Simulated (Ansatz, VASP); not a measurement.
Sn: VASP beside Ansatz

```
Sn
1.0
    -2.12678    2.12678    1.50363
     2.12678   -2.12678    1.50363
     2.12678    2.12678   -1.50363
Sn
1
Direct
  0.00000 0.00000 0.00000
```

Alike in both runs: task single point; functional PBE; dispersion D3(BJ); k mesh 20 × 20 × 20; occupations gaussian, width 0.15 eV; no spin polarisation.

```csv
,VASP,Ansatz
version,VASP 6.6.1,Ansatz 0.2.0
potentials or method,"VASP PAW PBE potentials, release 64 (Sn_d), cutoff 520 eV","scalar-relativistic, plane waves, PAW"
valence electrons in the cell,14,14
```

|  | VASP | Ansatz | Ansatz less VASP |
| --- | --- | --- | --- |
| gap on the k mesh at the Fermi level (eV) | none | none | - |
| pressure (GPa) | 1.1 | 1.1 | +0.05 |
| traceless stress, the component that is largest in VASP (GPa) | 5.81 | 5.81 | -0.001 |

A gap of «none» marks a metal or a gap that the smearing closes.
